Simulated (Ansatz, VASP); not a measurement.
## Mg5Cd3O8: VASP beside Ansatz

```xyz
16
Lattice="-4.4040 -4.4040 0.0000 -4.4040 0.0000 -4.4040 0.0281 -4.4321 -4.4321" Properties=species:S:1:pos:R:3 pbc="T T T"
Cd   -4.3899   -4.4180   -4.4180
Cd   -2.1879   -2.2160   -4.4180
Cd   -2.1879   -4.4180   -2.2160
Mg    0.0140   -2.2160   -2.2160
Mg   -4.4040   -2.2020   -2.2020
Mg   -2.2020    0.0000   -2.2020
Mg   -2.2020   -2.2020    0.0000
Mg    0.0000    0.0000    0.0000
O    -2.1970   -2.1204   -2.1204
O    -4.4855   -4.4089   -2.1204
O    -4.4855   -2.1204   -4.4089
O    -6.6976   -4.3124   -4.3124
O    -2.0823   -4.5237   -4.5237
O    -4.2943   -6.7156   -4.4271
O    -4.2943   -4.4271   -6.7156
O    -6.5828   -6.7156   -6.7156
```

Alike in both runs: functional PBEsol; k mesh 6 × 6 × 6; occupations gaussian, width 0.02 eV; no spin polarisation.

Ansatz relaxed the structure, and its values are those at the end. VASP's run is a single point on that final structure, the one shown.

|  | VASP | Ansatz |
| --- | --- | --- |
| version | VASP 6.6.1 | Ansatz 0.2.0 |
| potentials or method | VASP PAW PBE potentials, release 64 (Cd, Mg, O), cutoff 520 eV | scalar-relativistic, plane waves, PAW |
| valence electrons in the cell | 94 | 158 |

```csv
,VASP,Ansatz,Ansatz less VASP
gap on the k mesh at the Fermi level (eV),1.77,1.78,+0.011
least direct gap on the mesh (eV),1.77,1.78,+0.011
pressure (GPa),0.6,0.0,-0.55
rms of the force components (eV/Å),0.045,0.001,-0.0443
```

VASP's potentials were made for PBE, not for PBEsol. VASP's potentials hold 94 valence electrons a cell and Ansatz's 158, so a difference there can come from the potentials and not from the codes.
